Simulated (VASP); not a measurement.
Li: single point with r2SCAN

Crystal: Li.

```
Li
1.0
    -1.73827    1.73827    1.73827
     1.73827   -1.73827    1.73827
     1.73827    1.73827   -1.73827
Li
1
Direct
  0.00000 0.00000 0.00000
```

```json
{"Program": "VASP 6.6.1", "Task": "single point", "Functional": "r2SCAN", "Potentials or basis": "VASP PAW PBE potentials, release 64 (Li_sv)", "Cutoff": "520 eV", "k mesh": "19 × 19 × 19", "Occupations": "gaussian, width 0.05 eV", "Spin": "no spin polarisation"}
```

| Property | Result |
| --- | --- |
| Band gap on the k mesh | zero (an odd number of electrons rules out a gap without spin polarisation) |

Levels at points of the mesh, in eV from the Fermi level:
| k point | band 1 | band 2 | band 3 | band 4 | band 5 | band 6 | band 7 |
| --- | --- | --- | --- | --- | --- | --- | --- |
| (0.00, 0.00, 0.00) | -48.17 | -3.83 | 15.91 | 15.91 | 15.91 | 20.07 | 20.07 |

Run time: 48 s on 1 thread of Intel(R) Xeon(R) 6975P-C (Granite Rapids) (shared host), peak memory 0.14 GiB.
